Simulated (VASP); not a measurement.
Here is a VASP 6.6.1 calculation.

Contents of INCAR:

```
SYSTEM = TiSi2
PREC = Accurate ; ENCUT = 550
EDIFF = 1E-6 ; ISMEAR = -1
SIGMA = 0.05 ; LREAL = .False.
LASPH = .True. ; NELM = 120
ALGO = Normal ; ISIF = 2
LWAVE = .False. ; LCHARG = .True.
GGA = PE ; LVHAR = .True.
NBANDS = 17 ; GGA_COMPAT = .False.
KPAR = 8
```

KPOINTS

```
Automatic mesh
0
Gamma
  12 12 12
  0 0 0
```

POSCAR

```
TiSi2
1.0
   -1.4728720000      1.7121300000      4.2120830000
    1.4728720000     -1.7121300000      4.2120830000
    1.4728720000      1.7121300000     -4.2120830000
Ti Si
1 2
Direct
   -0.0063720000      0.0024430000      0.0062930000
    0.6832990000      0.6675750000      0.0141150000
    0.3370530000      0.3154850000     -0.0051230000
```

Potentials or basis: VASP PAW PBE potentials, release 64 (Ti_sv, Si).

Command:

```bash
$ cat potpaw_PBE.64/Ti_sv/POTCAR potpaw_PBE.64/Si/POTCAR > POTCAR
$ mpirun -np 8 vasp_std > vasp.out
```

(1) What does it give for the pressure?

(2) Predict the band gap on the k mesh.

(3) What does it give for the largest force?

## Answers

(1) 0.5 GPa.

(2) zero (bands 10 and 11 overlap by 2.37 eV).

(3) 0.539 eV/Å.

Caveat: the cell differs from its parent crystal (atoms moved at random).
